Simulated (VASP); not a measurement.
**B2Ru3: single point with PBE**

Crystal: B2Ru3.

```
B Ru
1.0
     5.03581    0.00000    0.00000
     0.00000    5.03581    0.00000
     0.00000    0.00000    5.03581
B Ru
4 6
Direct
  0.25000 0.25000 0.25000
  0.25000 0.75000 0.75000
  0.75000 0.75000 0.25000
  0.75000 0.25000 0.75000
  0.00000 0.50000 0.50000
  0.00000 0.50000 0.00000
  0.50000 0.00000 0.50000
  0.00000 0.00000 0.50000
  0.50000 0.00000 0.00000
  0.50000 0.50000 0.00000
```

The cell was built from a structure type or drawn by symmetry, and may not be a known phase.

```
Program                : VASP 6.6.1
Task                   : single point
Functional             : PBE
Potentials or basis    : VASP PAW PBE potentials, release 64 (B, Ru_pv)
Cutoff                 : 520 eV
k mesh                 : 4 × 4 × 4
Occupations            : gaussian, width 0.1 eV
Spin                   : no spin polarisation
Dipole correction      : no
Further INCAR settings : ALGO = Normal; EDIFF = 1e-06; NBANDS = 59
```

```yaml
Pressure: 8.8 GPa
Band_gap_on_the_k_mesh: zero (bands 48 and 49 overlap by 1.00 eV)
```

Levels at points of the mesh, in eV from the Fermi level:
```
           k point  band 44  band 45  band 46  band 47  band 48  band 49  band 50  band 51  band 52  band 53
(0.00, 0.00, 0.00)    -0.46    -0.46    -0.46     0.24     0.24     0.65     0.65     0.65     1.81     1.81
(0.50, 0.00, 0.00)    -0.61    -0.10    -0.10    -0.03    -0.03     0.04     0.04     0.52     0.52     1.29
(0.50, 0.50, 0.00)    -1.83    -1.12    -1.12    -0.28    -0.28     0.14     0.14     0.29     0.29     3.02
(0.50, 0.50, 0.50)    -1.48    -1.48    -1.23    -1.23    -1.23    -0.76    -0.76    -0.76    -0.64     0.41
```

Wall time 34 s on 1 thread of Intel(R) Xeon(R) 6975P-C (Granite Rapids) (shared host), peak memory 0.26 GiB.

Caveat: the cell stands under pressure.
